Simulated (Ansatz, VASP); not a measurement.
**Two plane-wave programs on SiC**

```xyz
12
Lattice="3.0950 0.0000 0.0000 -1.5475 2.6803 0.0000 0.0000 0.0000 15.1700" Properties=species:S:1:pos:R:3 pbc="T T T"
Si    0.0000    0.0000    1.8962
Si    0.0000    0.0000    9.4812
Si    0.0000    1.7869    4.4251
Si    1.5475    0.8934   12.0101
Si    0.0000    1.7869   14.5374
Si    1.5475    0.8934    6.9524
C     0.0000    0.0000    0.0000
C     0.0000    0.0000    7.5850
C     0.0000    1.7869    2.5288
C     1.5475    0.8934   10.1138
C     0.0000    1.7869   12.6412
C     1.5475    0.8934    5.0562
```

Alike in both runs: task relaxation of cell and atoms; functional PBE; k mesh 10 × 10 × 2; no spin polarisation.

|  | VASP | Ansatz |
| --- | --- | --- |
| version | VASP 6.6.1 | Ansatz 0.2.0 |
| potentials or method | VASP PAW PBE potentials, release 64 (Si, C) | scalar-relativistic, plane waves, PAW |
| plane-wave cutoff (eV) | 600 | 420 |
| occupations | gaussian, width 0.01 eV | fixed |
| valence electrons in the cell | 48 | 48 |

```csv
,VASP,Ansatz,Ansatz less VASP
"gap on the k mesh at the Fermi level, each at its own relaxed structure (eV)",2.03,2.03,+0.002
relaxed volume (Å³/atom),10.49,10.50,+0.009
relaxed cell length with the largest relative difference (Å),3.094,3.095,+0.0009
```
